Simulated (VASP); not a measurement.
# ZnS (P6_3mc) in VASP: single point with PBE

Aim: the single point of ZnS with PBE.

Program: VASP 6.6.1. These are calculated values, not measurements. Logs are shortened: lines on timing, memory, paths and dates and some standing lists are left out, and cuts for length are marked.

## 1. The cell of the first run

Symmetry: P6_3mc, No. 186, hexagonal system. The conventional cell has a = 3.492 Å, b = 3.492 Å, c = 7.426 Å, α = 90.00°, β = 90.00°, γ = 120.00°. Zn (site symmetry 3m) has 4 S at 2.19 to 2.86 Å within 2.9 Å. Within 2.9 Å of S (site symmetry 3m) lie 4 Zn at 2.19 to 2.86 Å.

## 2. Single point, PBE

INCAR reads:

```
SYSTEM = ZnS
ALGO = Normal
EDIFF = 1E-7
ENCUT = 520
GGA = PE
ISIF = 2
ISMEAR = 0
LASPH = .True.
LCHARG = .False.
LREAL = .False.
LWAVE = .False.
NBANDS = 26
NELM = 60
PREC = Accurate
SIGMA = 0.05
```

KPOINTS reads:

```
k-points
0
Gamma
  12 12 6
  0 0 0
```

POSCAR reads:

```
ZnS
1.0
    3.4918669901      0.0000000000      0.0000000000
   -1.7459334950      3.0240455200      0.0000000000
    0.0000000000      0.0000000000      7.4255569427
Zn S
2 2
Direct
    0.3333333333      0.6666666667      0.0000000000
    0.6666666667      0.3333333333      0.5000000000
    0.3333333333      0.6666666667      0.3850000000
    0.6666666667      0.3333333333      0.8850000000
```

Potentials or basis: VASP PAW PBE potentials, release 64 (Zn, S).

Run with:

```console
> cat potpaw_PBE.64/Zn/POTCAR potpaw_PBE.64/S/POTCAR > POTCAR
> mpirun -np 1 vasp_std > vasp.out
```

OUTCAR:

```text
SYSTEM = ZnS
   EDIFF = 1E-7
   ENCUT = 520
   GGA = PE
   ISIF = 2
   ISMEAR = 0
   LASPH = .True.
   LREAL = .False.
   NELM = 60
   PREC = Accurate

 ion  position               nearest neighbor table
   1  0.333  0.667  0.000-   4 2.19   4 2.19   4 2.19   3 2.86
   2  0.667  0.333  0.500-   3 2.19   3 2.19   3 2.19   4 2.86
   3  0.333  0.667  0.385-   2 2.19   2 2.19   2 2.19   1 2.86
   4  0.667  0.333  0.885-   1 2.19   1 2.19   1 2.19   2 2.86

  LATTYP: Found a hexagonal cell.
 ALAT       =     3.4918669901
 C/A-ratio  =     2.1265291501

  Lattice vectors:

 A1 = (   3.4918669901,   0.0000000000,   0.0000000000)
 A2 = (  -1.7459334950,   3.0240455200,   0.0000000000)
 A3 = (   0.0000000000,   0.0000000000,   7.4255569427)

Analysis of symmetry for initial positions (statically):
=====================================================================
 Subroutine PRICEL returns:
 Original cell was already a primitive cell.

 Routine SETGRP: Setting up the symmetry group for a
 hexagonal supercell.

 Subroutine GETGRP returns: Found 12 space group operations
 (whereof  6 operations were pure point group operations)
 out of a pool of 24 trial point group operations.

The static configuration has the point symmetry C_3v.
 The point group associated with its full space group is C_6v.

Analysis of symmetry for dynamics (positions and initial velocities):
=====================================================================
 Subroutine PRICEL returns:
 Original cell was already a primitive cell.

 Routine SETGRP: Setting up the symmetry group for a
 hexagonal supercell.

 Subroutine GETGRP returns: Found 12 space group operations
 (whereof  6 operations were pure point group operations)
 out of a pool of 24 trial point group operations.

The dynamic configuration has the point symmetry C_3v.
 The point group associated with its full space group is C_6v.

 Subroutine INISYM returns: Found 12 space group operations
 (whereof  6 operations are pure point group operations),
 and found     1 'primitive' translations

----------------------------------------------------------------------------------------

                                     Primitive cell

  volume of cell :      78.4106

  direct lattice vectors                    reciprocal lattice vectors
     3.491866990  0.000000000  0.000000000     0.286379751  0.165341426  0.000000000
    -1.745933495  3.024045520  0.000000000     0.000000000  0.330682853  0.000000000
     0.000000000  0.000000000  7.425556943     0.000000000  0.000000000  0.134670033

  length of vectors
     3.491866990  3.491866990  7.425556943     0.330682853  0.330682853  0.134670033

  position of ions in fractional coordinates (direct lattice)
     0.333333333  0.666666667  0.000000000
     0.666666667  0.333333333  0.500000000
     0.333333333  0.666666667  0.385000000
     0.666666667  0.333333333  0.885000000

  ion indices of the primitive-cell ions
   primitive index   ion index
                 1           1
                 2           2
                 3           3
                 4           4

----------------------------------------------------------------------------------------

 KPOINTS: k-points

Automatic generation of k-mesh.
 Grid dimensions read from file:
 generate k-points for:   12   12    6

 Generating k-lattice:

  Cartesian coordinates                     Fractional coordinates (reciprocal lattice)
     0.023864979  0.013778452  0.000000000     0.083333333 -0.000000000  0.000000000
     0.000000000  0.027556904  0.000000000     0.000000000  0.083333333  0.000000000
     0.000000000  0.000000000  0.022445006     0.000000000  0.000000000  0.166666667

  Length of vectors
     0.027556904  0.027556904  0.022445006

  Shift w.r.t. Gamma in fractional coordinates (k-lattice)
     0.000000000  0.000000000  0.000000000

 Subroutine IBZKPT returns following result:
 ===========================================

 Found     76 irreducible k-points:

 Following reciprocal coordinates:
            Coordinates               Weight
  0.000000  0.000000  0.000000      1.000000
  0.083333  0.000000  0.000000      6.000000
  0.166667  0.000000  0.000000      6.000000
  0.250000  0.000000  0.000000      6.000000
  0.333333  0.000000  0.000000      6.000000
  0.416667  0.000000  0.000000      6.000000
[... 16 lines left out ...]
  0.250000  0.000000  0.166667     12.000000
  0.333333  0.000000  0.166667     12.000000
 [... further k-points ...]
   k-points           NKPTS =     76   k-points in BZ     NKDIM =     76   number of bands    NBANDS=     26
   number of dos      NEDOS =    301   number of ions     NIONS =      4
   total plane-waves  NPLWV =  43904
   dimension x,y,z NGX =    28 NGY =   28 NGZ =   56
   dimension x,y,z NGXF=    56 NGYF=   56 NGZF=  112
   ions per type =               2   2
   NGX,Y,Z   is equivalent  to a cutoff of  13.33, 13.33, 12.54 a.u.
   NGXF,Y,Z  is equivalent  to a cutoff of  26.66, 26.66, 25.07 a.u.
 SYSTEM =  ZnS
   PREC   = accura    normal or accurate (medium, high low for compatibility)
   ISTART =      0    job   : 0-new  1-cont  2-samecut
   ICHARG =      2    charge: 1-file 2-atom 10-const
   ISPIN  =      1    spin polarized calculation?
   LNONCOLLINEAR =      F non collinear calculations
   LSORBIT =      F    spin-orbit coupling
   LASPH  =      T    aspherical Exc in radial PAW
   ENCUT  =  520.0 eV  38.22 Ry    6.18 a.u.   6.49  6.49 13.81*2*pi/ulx,y,z
   NELM   =     60;   NELMIN=  2; NELMDL= -5     # of ELM steps
   EDIFF  = 0.1E-06   stopping-criterion for ELM
   LREAL  =      F    real-space projection
   EDIFFG = 0.1E-05   stopping-criterion for IOM
   NSW    =      0    number of steps for IOM
   IBRION =     -1    ionic relax: 0-MD 1-quasi-New 2-CG
   NFREE  =      0    steps in history (QN), initial steepest desc. (CG)
   ISIF   =      2    stress and relaxation
   ISYM   =      2    0-nonsym 1-usesym 2-fastsym
   POTIM  = 0.5000    time-step for ionic-motion
   TEBEG  =    0.0;   TEEND  =   0.0 temperature during run
   PSTRESS=    0.0 pullay stress
   NELECT =      36.0000    total number of electrons
   NUPDOWN=      -1.0000    fix difference up-down
   EMIN   =  10.00;   EMAX   =-10.00  energy-range for DOS
   EFERMI =   0.00;   METHOD = LEGACY
   ISMEAR =     0;   SIGMA  =   0.05  broadening in eV -4-tet -1-fermi 0-gaus
   EFERMI_NEDOS =   21; number of points for ismear=-14 and -15
   IALGO  =     38    algorithm
   IMIX   =      4    mixing-type and parameters
     AMIX     =   0.40;   BMIX     =  1.00
     AMIX_MAG =   1.60;   BMIX_MAG =  1.00
  volume/ion in A,a.u.               =      19.60       132.29
  Fermi-wavevector in a.u.,A,eV,Ry     =   1.262944  2.386617 21.701656  1.595027
  Thomas-Fermi vector in A             =   2.396326
   LORBIT       =      0    0 simple, 1 ext, 2 COOP (PROOUT), +10 PAW based schemes
   GGA     = PE    functional components
   LHFCALC =     F    Hartree Fock is set to
   AEXX    =    0.0000 exact exchange contribution
   IVDW    =     0    specifies the selected vdW correction
   LEPSILON=     F    determine dielectric tensor
   LRPA    =     F    only Hartree local field effects (RPA)
 non-spin polarized calculation
 Gauss-broadening in eV      SIGMA  =   0.05
  energy-cutoff  :      520.00
  volume of cell :       78.41
 maximum number of plane-waves:      2164
 NGX is ok and might be reduce to    28
   NGX = 13   NGY = 13   NGZ = 27

 number of electron      36.0000030 magnetization

 Free energy of the ion-electron system (eV)
  ---------------------------------------------------
  ext. energy  EPLUGINS =         0.00000000
  ---------------------------------------------------
  free energy    TOTEN  =       -12.28372729 eV

  energy without entropy =      -12.28372729  energy(sigma->0) =      -12.28372729

 E-fermi :   2.9353     XC(G=0):  -9.6006

 val. band max:        2.7144784795   @ k =   0.0000   0.0000   0.0000
 cond. band min:       3.6184666692   @ k =   0.0000   0.0000   0.0000
 fundamental gap:      0.9039881897
 Fermi energy:         2.9352905207

 k-point     1 :       0.0000    0.0000    0.0000
  band No.  band energies     occupation
      1     -11.2712      2.00000
      2     -10.8788      2.00000
      3      -4.4705      2.00000
      4      -4.4705      2.00000
      5      -4.4472      2.00000
      6      -4.4472      2.00000
[... 18 lines left out ...]
     25      10.4004      0.00000
     26      10.4004      0.00000

 k-point     2 :       0.0833    0.0000    0.0000
  band No.  band energies     occupation
      1     -11.2064      2.00000
      2     -10.8219      2.00000
      3      -4.4794      2.00000
      4      -4.4551      2.00000
      5      -4.4501      2.00000
      6      -4.4302      2.00000
[... 18 lines left out ...]
     25      10.1917      0.00000
     26      10.6593      0.00000

 k-point     3 :       0.1667    0.0000    0.0000
  band No.  band energies     occupation
      1     -11.0211      2.00000
      2     -10.6610      2.00000
      3      -4.5018      2.00000
      4      -4.4519      2.00000
      5      -4.4143      2.00000
      6      -4.3843      2.00000
[... 18 lines left out ...]
     25      10.4788      0.00000
     26      11.3580      0.00000

 k-point     4 :       0.2500    0.0000    0.0000
  band No.  band energies     occupation
      1     -10.7443      2.00000
      2     -10.4275      2.00000
      3      -4.5205      2.00000
      4      -4.4430      2.00000
      5      -4.3633      2.00000
      6      -4.3237      2.00000
[... 18 lines left out ...]
     25      11.1204      0.00000
     26      11.9725      0.00000
[... 496 lines left out ...]
      1     -10.9988      2.00000
      2     -10.6871      2.00000
      3      -4.4998      2.00000
      4      -4.4566      2.00000
      5      -4.4123      2.00000
      6      -4.3864      2.00000
[... 18 lines left out ...]
     25      10.5322      0.00000
     26      11.2871      0.00000

 k-point    23 :       0.2500    0.0000    0.1667
  band No.  band energies     occupation
      1     -10.7244      2.00000
      2     -10.4502      2.00000
      3      -4.5174      2.00000
      4      -4.4502      2.00000
      5      -4.3607      2.00000
      6      -4.3264      2.00000
[... 18 lines left out ...]
     25      11.1000      0.00000
     26      12.0072      0.00000

 k-point    24 :       0.3333    0.0000    0.1667
  band No.  band energies     occupation
      1     -10.4147      2.00000
      2     -10.1955      2.00000
      3      -4.5093      2.00000
      4      -4.4322      2.00000
      5      -4.3168      2.00000
      6      -4.2715      2.00000
[... 18 lines left out ...]
     25      11.4722      0.00000
     26      12.9009      0.00000

 [... further k-points ...]
[... 5 lines left out ...]
  --------------------------------------------------------------------------------------
  -------------------------------------------------------------------------------------
  Total       10.2326404     10.2326404     -3.2320438      0.0000000      0.0000000      0.0000000
  in kB      209.0851777    209.0851777    -66.0408668      0.0000000      0.0000000      0.0000000
  external PRESSURE =     117.3764962 kB  Pullay stress =       0.0000000 kB

 VOLUME and BASIS-vectors are now :
 -----------------------------------------------------------------------------
  energy-cutoff  :      520.00
  volume of cell :       78.41
      direct lattice vectors                 reciprocal lattice vectors
     3.491866990  0.000000000  0.000000000     0.286379751  0.165341426  0.000000000
    -1.745933495  3.024045520  0.000000000     0.000000000  0.330682853  0.000000000
     0.000000000  0.000000000  7.425556943     0.000000000  0.000000000  0.134670033

 POSITION                                       TOTAL-FORCE (eV/Angst)
 -----------------------------------------------------------------------------------
     -0.00000      2.01603      0.00000         0.000000     -0.000000      0.836225
      1.74593      1.00802      3.71278        -0.000000      0.000000      0.836225
     -0.00000      2.01603      2.85884        -0.000000      0.000000     -0.836225
      1.74593      1.00802      6.57162        -0.000000      0.000000     -0.836225
 -----------------------------------------------------------------------------------
    total drift:                               -0.000000     -0.000000     -0.000110

  FREE ENERGIE OF THE ION-ELECTRON SYSTEM (eV)
  ---------------------------------------------------
  free  energy   TOTEN  =       -12.2837272890 eV

  energy  without entropy=      -12.2837272890  energy(sigma->0) =      -12.28372729
```

Run time: 2.6 min. Hardware: 1 thread of AMD EPYC 7R13 (Zen 3), shared host; peak memory 0.25 GiB.

What came out:

```
Free energy            : -12.2837 eV
Pressure               : 11.7 GPa
Largest force          : 0.836 eV/Å
Band gap on the k mesh : 0.90 eV, direct
```

Forces in eV/Å, atoms in the order of the input:
```
Zn   0.000  0.000  0.836
Zn   0.000  0.000  0.836
S    0.000  0.000 -0.836
S    0.000  0.000 -0.836
```

Stress tensor (GPa, compression positive):
```
20.91  0.00  0.00
 0.00 20.91  0.00
 0.00  0.00 -6.60
```

 A k mesh can miss the band edges.
